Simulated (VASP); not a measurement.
# Os (Fm-3m) in VASP: notebook, part 2 of 2

VASP 6.6.1. The steps go on from the part before.

## (4) Single point, LDA

This run uses another cell than the first one, of 13.45 Å³/atom.

Input file INCAR:

```
SYSTEM = Os
PREC = Accurate
ENCUT = 600
EDIFF = 1E-6
ISMEAR = 0
SIGMA = 0.05
LREAL = .False.
LASPH = .True.
NELM = 120
ALGO = Normal
ISIF = 2
LWAVE = .False.
LCHARG = .False.
GGA = CA
NBANDS = 10
GGA_COMPAT = .False.
```

Input file KPOINTS:

```
regular mesh
0
Gamma
  21 21 21
  0 0 0
```

Input file POSCAR:

```
Os
1.0
    0.0000000000      1.8874984386      1.8874984386
    1.8874984386      0.0000000000      1.8874984386
    1.8874984386      1.8874984386      0.0000000000
Os
1
Direct
    0.0000000000      0.0000000000      0.0000000000
```

Potentials or basis: VASP PAW LDA potentials, release 64 (Os).

The run is started by

```bash
> cat potpaw_LDA.64/Os/POTCAR > POTCAR
> mpirun -np 1 vasp_std > vasp.out
```

OUTCAR:

```text
SYSTEM = Os
   PREC = Accurate
   ENCUT = 600
   EDIFF = 1E-6
   ISMEAR = 0
   LREAL = .False.
   LASPH = .True.
   NELM = 120
   ISIF = 2
   GGA = CA

 ion  position               nearest neighbor table
   1  0.000  0.000  0.000-

  LATTYP: Found a face centered cubic cell.
 ALAT       =     3.7749968772

  Lattice vectors:

 A1 = (   0.0000000000,   1.8874984386,   1.8874984386)
 A2 = (   1.8874984386,   0.0000000000,   1.8874984386)
 A3 = (   1.8874984386,   1.8874984386,   0.0000000000)

Analysis of symmetry for initial positions (statically):
=====================================================================
 Subroutine PRICEL returns:
 Original cell was already a primitive cell.

 Routine SETGRP: Setting up the symmetry group for a
 face centered cubic supercell.

 Subroutine GETGRP returns: Found 48 space group operations
 (whereof 48 operations were pure point group operations)
 out of a pool of 48 trial point group operations.

The static configuration has the point symmetry O_h .

Analysis of symmetry for dynamics (positions and initial velocities):
=====================================================================
 Subroutine PRICEL returns:
 Original cell was already a primitive cell.

 Routine SETGRP: Setting up the symmetry group for a
 face centered cubic supercell.

 Subroutine GETGRP returns: Found 48 space group operations
 (whereof 48 operations were pure point group operations)
 out of a pool of 48 trial point group operations.

The dynamic configuration has the point symmetry O_h .

 Subroutine INISYM returns: Found 48 space group operations
 (whereof 48 operations are pure point group operations),
 and found     1 'primitive' translations

----------------------------------------------------------------------------------------

                                     Primitive cell
[... 112 lines left out ...]
  Thomas-Fermi vector in A             =   2.502023
   LORBIT       =      0    0 simple, 1 ext, 2 COOP (PROOUT), +10 PAW based schemes
   GGA     = CA    functional components
   LHFCALC =     F    Hartree Fock is set to
   AEXX    =    0.0000 exact exchange contribution
   IVDW    =     0    specifies the selected vdW correction
   LEPSILON=     F    determine dielectric tensor
   LRPA    =     F    only Hartree local field effects (RPA)
 non-spin polarized calculation
 Gauss-broadening in eV      SIGMA  =   0.05
  energy-cutoff  :      600.00
  volume of cell :       13.45
 maximum number of plane-waves:       461
 NGX is ok and might be reduce to    24
   NGX = 11   NGY = 11   NGZ = 11

 number of electron       8.0000000 magnetization

 Free energy of the ion-electron system (eV)
  ---------------------------------------------------
  ext. energy  EPLUGINS =         0.00000000
  ---------------------------------------------------
  free energy    TOTEN  =       -12.50065737 eV

  energy without entropy =      -12.49976866  energy(sigma->0) =      -12.50021302

 E-fermi :   9.8479     XC(G=0): -14.4013

 val. band max:        9.8469276112   @ k =   0.3333   0.2857   0.0476
 cond. band min:       9.8613952201   @ k =   0.4762   0.3810   0.0000
 fundamental gap:      0.0144676088
 Fermi energy:         9.8478762540

 k-point     1 :       0.0000    0.0000    0.0000
  band No.  band energies     occupation
      1      -1.2182      2.00000
      2       6.6854      2.00000
      3       6.6854      2.00000
      4       6.6854      2.00000
      5       9.9378      0.01096
      6       9.9378      0.01096
      7      24.1808      0.00000
      8      30.1912      0.00000
      9      30.1912      0.00000
     10      30.1912      0.00000
[... 287 lines left out ...]
 k-point    24 :      -0.3810    0.0476    0.0000
  band No.  band energies     occupation
      1       1.9680      2.00000
      2       6.6104      2.00000
      3       6.7406      2.00000
      4       8.1440      2.00000
      5      11.5739      0.00000
      6      12.4102      0.00000
      7      21.0219      0.00000
      8      24.8896      0.00000
      9      31.3685      0.00000
     10      32.6339      0.00000

 [... further k-points ...]

------------------------ aborting loop because EDIFF is reached ----------------------------------------

  FORCE on cell =-STRESS in cart. coord.  units (eV):
  Direction    XX          YY          ZZ          XY          YZ          ZX
  --------------------------------------------------------------------------------------
  -------------------------------------------------------------------------------------
  Total        0.9723601      0.9723601      0.9723601     -0.0000000      0.0000000      0.0000000
  in kB      115.8371617    115.8371617    115.8371617     -0.0000000      0.0000000      0.0000000
  external PRESSURE =     115.8371617 kB  Pullay stress =       0.0000000 kB

 VOLUME and BASIS-vectors are now :
 -----------------------------------------------------------------------------
  energy-cutoff  :      600.00
  volume of cell :       13.45
      direct lattice vectors                 reciprocal lattice vectors
     0.000000000  1.887498439  1.887498439    -0.264900881  0.264900881  0.264900881
     1.887498439  0.000000000  1.887498439     0.264900881 -0.264900881  0.264900881
     1.887498439  1.887498439  0.000000000     0.264900881  0.264900881 -0.264900881

 POSITION                                       TOTAL-FORCE (eV/Angst)
 -----------------------------------------------------------------------------------
      0.00000      0.00000      0.00000        -0.000000     -0.000000     -0.000000
 -----------------------------------------------------------------------------------
    total drift:                               -0.000000      0.000000     -0.000000

  FREE ENERGIE OF THE ION-ELECTRON SYSTEM (eV)
  ---------------------------------------------------
  free  energy   TOTEN  =       -12.5006573697 eV

  energy  without entropy=      -12.4997686629  energy(sigma->0) =      -12.50021302
```

OSZICAR:

```text
N       E                     dE             d eps       ncg     rms          rms(c)
DAV:   1     0.406235351427E+02    0.40624E+02   -0.46838E+03  5744   0.846E+02
DAV:   2    -0.119965995660E+02   -0.52620E+02   -0.49257E+02  5860   0.212E+02
DAV:   3    -0.132570375927E+02   -0.12604E+01   -0.12541E+01  6726   0.311E+01
DAV:   4    -0.132603279836E+02   -0.32904E-02   -0.32901E-02  6236   0.176E+00
DAV:   5    -0.132603374098E+02   -0.94261E-05   -0.94276E-05  6360   0.864E-02    0.251E+01
DAV:   6    -0.126746192327E+02    0.58572E+00   -0.61071E-01  6748   0.638E+00    0.114E+01
DAV:   7    -0.125059525253E+02    0.16867E+00   -0.41634E-01  6910   0.497E+00    0.768E-01
DAV:   8    -0.125027216113E+02    0.32309E-02   -0.18992E-03  5922   0.358E-01    0.501E-01
DAV:   9    -0.125006626367E+02    0.20590E-02   -0.11926E-03  6376   0.358E-01    0.174E-02
DAV:  10    -0.125006585388E+02    0.40980E-05   -0.13108E-05  6136   0.270E-02    0.117E-02
DAV:  11    -0.125006573628E+02    0.11760E-05   -0.71041E-07  3796   0.132E-02    0.274E-03
DAV:  12    -0.125006573697E+02   -0.69280E-08   -0.13400E-08  2996   0.121E-03
   1 F= -.12500657E+02 E0= -.12500213E+02  d E =-.888707E-03
```

stdout:

```text
POSCAR found type information on POSCAR Os
 POSCAR found :  1 types and       1 ions
 scaLAPACK will be used
 LDA part: xc-table for (Slater(with rela. corr.)+CA(PZ))
 , standard interpolation
 POSCAR, INCAR and KPOINTS ok, starting setup
 FFT: planning ... GRIDC
 FFT: planning ... GRID_SOFT
 FFT: planning ... GRID
 WAVECAR not read
 entering main loop
```

Run time: 23 s. Hardware: 1 thread of AMD EPYC 9R45 (Zen 5), shared host; peak memory 0.14 GiB.

Results:

```yaml
Free_energy: -12.5007 eV
Pressure: 11.6 GPa
Band_gap_on_the_k_mesh: zero (bands 4 and 5 overlap by 4.37 eV)
```

Caveat: the cell stands under pressure; spin-orbit coupling is left out, which moves the levels of the heavy elements.

## (5) Single point, LDA

This run uses another cell than the first one, of 13.74 Å³/atom.

Edit INCAR of step 4 so:

```diff
@@ -13,3 +13,2 @@
 LCHARG = .False.
-GGA = CA
 NBANDS = 10
```

Input file KPOINTS:

```
Automatic mesh
0
Gamma
  21 21 21
  0 0 0
```

Input file POSCAR:

```
Os
1.0
    0.0000000000      1.9011372222      1.9011372222
    1.9011372222      0.0000000000      1.9011372222
    1.9011372222      1.9011372222      0.0000000000
Os
1
Direct
    0.0000000000      0.0000000000      0.0000000000
```

Potentials or basis: VASP PAW LDA potentials, release 64 (Os).

The run is started by

```bash
> cat potpaw_LDA.64/Os/POTCAR > POTCAR
> mpirun -np 1 vasp_std > vasp.out
```

OUTCAR:

```text
SYSTEM = Os
   PREC = Accurate
   ENCUT = 600
   EDIFF = 1E-6
   ISMEAR = 0
   LREAL = .False.
   LASPH = .True.
   NELM = 120
   ISIF = 2

 ion  position               nearest neighbor table
   1  0.000  0.000  0.000-

  LATTYP: Found a face centered cubic cell.
 ALAT       =     3.8022744444

  Lattice vectors:

 A1 = (   0.0000000000,   1.9011372222,   1.9011372222)
 A2 = (   1.9011372222,   0.0000000000,   1.9011372222)
 A3 = (   1.9011372222,   1.9011372222,   0.0000000000)

Analysis of symmetry for initial positions (statically):
[... 482 lines left out ...]
      3       6.5031      2.00000
      4       7.8295      2.00000
      5      11.1761      0.00000
      6      11.9818      0.00000
      7      20.4414      0.00000
      8      24.4780      0.00000
      9      30.7547      0.00000
     10      32.0072      0.00000

 [... further k-points ...]
[... 5 lines left out ...]
  --------------------------------------------------------------------------------------
  -------------------------------------------------------------------------------------
  Total        0.1106262      0.1106262      0.1106262      0.0000000     -0.0000000      0.0000000
  in kB       12.8972823     12.8972823     12.8972823      0.0000000     -0.0000000      0.0000000
  external PRESSURE =      12.8972823 kB  Pullay stress =       0.0000000 kB

 VOLUME and BASIS-vectors are now :
 -----------------------------------------------------------------------------
  energy-cutoff  :      600.00
  volume of cell :       13.74
      direct lattice vectors                 reciprocal lattice vectors
     0.000000000  1.901137222  1.901137222    -0.263000479  0.263000479  0.263000479
     1.901137222  0.000000000  1.901137222     0.263000479 -0.263000479  0.263000479
     1.901137222  1.901137222  0.000000000     0.263000479  0.263000479 -0.263000479

 POSITION                                       TOTAL-FORCE (eV/Angst)
 -----------------------------------------------------------------------------------
      0.00000      0.00000      0.00000        -0.000000      0.000000      0.000000
 -----------------------------------------------------------------------------------
    total drift:                               -0.000000      0.000000     -0.000000

  FREE ENERGIE OF THE ION-ELECTRON SYSTEM (eV)
  ---------------------------------------------------
  free  energy   TOTEN  =       -12.5124192695 eV

  energy  without entropy=      -12.5114736463  energy(sigma->0) =      -12.51194646
```

OSZICAR:

```text
N       E                     dE             d eps       ncg     rms          rms(c)
DAV:   1     0.399620047534E+02    0.39962E+02   -0.46542E+03  5744   0.843E+02
DAV:   2    -0.120620748770E+02   -0.52024E+02   -0.48988E+02  5882   0.212E+02
DAV:   3    -0.132845629878E+02   -0.12225E+01   -0.12158E+01  6780   0.307E+01
DAV:   4    -0.132876024147E+02   -0.30394E-02   -0.30390E-02  6190   0.168E+00
DAV:   5    -0.132876115095E+02   -0.90948E-05   -0.90959E-05  6328   0.852E-02    0.240E+01
DAV:   6    -0.126833525016E+02    0.60426E+00   -0.66736E-01  6736   0.665E+00    0.106E+01
DAV:   7    -0.125177369282E+02    0.16562E+00   -0.42742E-01  6938   0.503E+00    0.717E-01
DAV:   8    -0.125144852886E+02    0.32516E-02   -0.19435E-03  5946   0.355E-01    0.471E-01
DAV:   9    -0.125124237838E+02    0.20615E-02   -0.11038E-03  6358   0.343E-01    0.192E-02
DAV:  10    -0.125124205341E+02    0.32496E-05   -0.12968E-05  6144   0.267E-02    0.118E-02
DAV:  11    -0.125124192641E+02    0.12701E-05   -0.70145E-07  3738   0.130E-02    0.255E-03
DAV:  12    -0.125124192695E+02   -0.54153E-08   -0.13712E-08  3008   0.122E-03
   1 F= -.12512419E+02 E0= -.12511946E+02  d E =-.945623E-03
```

stdout:

```text
POSCAR found type information on POSCAR Os
 POSCAR found :  1 types and       1 ions
 scaLAPACK will be used
 LDA part: xc-table for (Slater(with rela. corr.)+CA(PZ))
 , standard interpolation
 POSCAR, INCAR and KPOINTS ok, starting setup
 FFT: planning ... GRIDC
 FFT: planning ... GRID_SOFT
 FFT: planning ... GRID
 WAVECAR not read
 entering main loop
```

Run time: 24 s. Hardware: 1 thread of AMD EPYC 9R45 (Zen 5), shared host; peak memory 0.14 GiB.

Results:

```
Free energy            : -12.5124 eV
Pressure               : 1.3 GPa
Band gap on the k mesh : zero (bands 4 and 5 overlap by 4.22 eV)
```

Levels at points of the mesh, in eV from the Fermi level:
```
           k point  band 1  band 2  band 3  band 4  band 5  band 6  band 7  band 8  band 9
(0.00, 0.00, 0.00)  -10.87   -3.06   -3.06   -3.06    0.08    0.08   14.35   20.23   20.23
```

Caveat: spin-orbit coupling is left out, which moves the levels of the heavy elements.

## (6) Overview

```tsv
cell	gap on the mesh (eV)	pressure (GPa)
a = 2.636 Å, angles 60.0°, 1 atom	none	32.2
a = 2.652 Å, angles 60.0°, 1 atom	none	21.9
a = 2.669 Å, angles 60.0°, 1 atom	none	11.6
a = 2.689 Å, angles 60.0°, 1 atom	none	1.3
```

Alike in all rows: task single point; level LDA; potentials or basis VASP PAW LDA potentials, release 64 (Os); no spin polarisation; k mesh 21 × 21 × 21; cutoff (eV) 600; smearing gaussian 0.05 eV.

Caveats: spin-orbit coupling is left out, which moves the levels of the heavy elements; the cell stands under pressure (at least some runs).

Absolute energies hang on the potentials; compare differences alone.
